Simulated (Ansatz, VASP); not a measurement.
**Ir in VASP and in Ansatz**

```
Ir
1.0
    -0.15720    1.74821    1.74821
     1.74821   -0.15720    1.74821
     1.90540    1.90540   -0.31439
Ir
1
Direct
  0.00000 0.00000 0.00000
```

Change from the starting cell: engineering shear strain xz -0.1650, engineering shear strain yz -0.1650.

Alike in both runs: task single point; functional LDA; k mesh 20 × 20 × 20; occupations gaussian, width 0.15 eV; no spin polarisation.

|  | VASP | Ansatz |
| --- | --- | --- |
| version | VASP 6.6.1 | Ansatz 0.2.0 |
| potentials or method | VASP PAW LDA potentials, release 64 (Ir), cutoff 520 eV | scalar-relativistic, plane waves, PAW |
| valence electrons in the cell | 9 | 17 |

VASP gave:

- gap on the k mesh at the Fermi level (eV): none
- pressure (GPa): 32.3
- traceless stress, the component that is largest in VASP (GPa): 42.30

**Question.** Estimate Ansatz's values.

**Answer.** gap on the k mesh at the Fermi level (eV): none; pressure (GPa): 29.1; traceless stress, the component that is largest in VASP (GPa): 41.85.

LDA's correlation is that of Perdew and Zunger in VASP and of Perdew and Wang (1992) in Ansatz. A gap of «none» marks a metal or a gap that the smearing closes. Both programs put the cell under a high pressure, so it lies far from rest at this level. VASP's potentials hold 9 valence electrons a cell and Ansatz's 17, so a difference there can come from the potentials and not from the codes.

Spin-orbit coupling is off throughout.
